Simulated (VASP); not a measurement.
ZnS, 4 atoms in the cell. The structure is hexagonal, space group P6_3mc (No. 186). The conventional cell has a = 3.886 Å, b = 3.886 Å, c = 6.368 Å, α = 90.00°, β = 90.00°, γ = 120.00°. Zn (site symmetry 3m) has 4 S at 2.38 to 2.39 Å within 3.1 Å. Within 3.1 Å of S (site symmetry 3m) lie 4 Zn at 2.38 to 2.39 Å. 

| Property | Result |
| --- | --- |
| Program | VASP 6.6.1 |
| Task | single point |
| Functional | PBE |
| Potentials or basis | VASP PAW PBE potentials, release 64 (Zn, S) |
| Cutoff | 520 eV |
| k mesh | 12 × 12 × 6 |
| Occupations | gaussian, width 0.02 eV |
| Spin | no spin polarisation |
| Dipole correction | no |
| Further INCAR settings | ALGO = Normal; EDIFF = 1e-07; NBANDS = 26 |

Potentials or basis: VASP PAW PBE potentials, release 64 (Zn, S).

Launch:

```sh
$ cat potpaw_PBE.64/Zn/POTCAR potpaw_PBE.64/S/POTCAR > POTCAR
$ mpirun -np 1 vasp_std > vasp.out
```

Hardware: 1 thread of AMD EPYC 9R45 (Zen 5) (shared host).

Question: Estimate the wall time of this run.

Answer: Wall time 78 s on 1 thread of AMD EPYC 9R45 (Zen 5) (shared host), peak memory 0.25 GiB. Counts: scf iterations 14, k points 76.
